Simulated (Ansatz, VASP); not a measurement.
## CdSe: VASP beside Ansatz

INCAR

```
ALGO     = Normal         # electronic algorithm
EDIFF    = 1E-6           # SCF threshold, eV
ENCUT    = 520            # plane-wave cutoff, eV
GGA      = PS             # functional
ISIF     = 2              # what is computed and relaxed
ISMEAR   = 0              # smearing method
LASPH    = True           # aspherical terms in the spheres
LCHARG   = False          # write CHGCAR
LREAL    = False          # projectors in reciprocal space
LWAVE    = False          # write WAVECAR
NBANDS   = 16             # bands
NELM     = 100            # most SCF steps
PREC     = Accurate       # precision mode
SIGMA    = 0.05           # smearing width, eV
```

File KPOINTS:

```
k-points
0
Gamma
  10 10 10
```

The input POSCAR:

```
CdSe
1.0
    0.0000000000      3.0702711986      3.0702711986
    3.0702711986      0.0000000000      3.0702711986
    3.0702711986      3.0702711986      0.0000000000
Cd Se
1 1
Direct
   -0.0073283429      0.0073283429      0.0073283429
    0.7500000000      0.7500000000      0.7500000000
```

Input for Ansatz:

```yaml
crystal:
  lattice:
    - [0.0, 3.0702711986, 3.0702711986]
    - [3.0702711986, 0.0, 3.0702711986]
    - [3.0702711986, 3.0702711986, 0.0]
  atoms:
    - { symbol: Cd, position: [-0.0073283429, 0.0073283429, 0.0073283429] }
    - { symbol: Se, position: [0.75, 0.75, 0.75] }
basis:
  ecutwfc: 420
kpoints:
  mp_grid: { grid: [10, 10, 10] }
hamiltonian:
  xc: pbesol
scf:
  occupations: { method: gaussian, width: 0.05 }
output:
  forces: true
  stress: true
  eigenvalues: true
```

Change from the starting cell: one atom moved.

Alike in both runs: task single point; functional PBEsol; k mesh 10 × 10 × 10; occupations gaussian, width 0.05 eV; no spin polarisation.

```csv
,VASP,Ansatz
version,VASP 6.6.1,Ansatz 0.2.0
potentials or method,"VASP PAW PBE potentials, release 64 (Cd, Se), cutoff 520 eV","scalar-relativistic, plane waves, PAW"
valence electrons in the cell,18,36
```

Ansatz gave:

* gap on the k mesh at the Fermi level (eV): 0.40
* least direct gap on the mesh (eV): 0.40
* pressure (GPa): -1.4
* traceless stress, the component that is largest in VASP (GPa): -0.64
* rms of the force components (eV/Å): 0.111

Task: Estimate VASP's values.

Result: gap on the k mesh at the Fermi level (eV): 0.40; least direct gap on the mesh (eV): 0.40; pressure (GPa): -1.1; traceless stress, the component that is largest in VASP (GPa): -0.67; rms of the force components (eV/Å): 0.114.

VASP's potentials were made for PBE, not for PBEsol. Atom by atom the forces differ by 0.004 eV/Å (rms over components). VASP's potentials hold 18 valence electrons a cell and Ansatz's 36, so a difference there can come from the potentials and not from the codes.
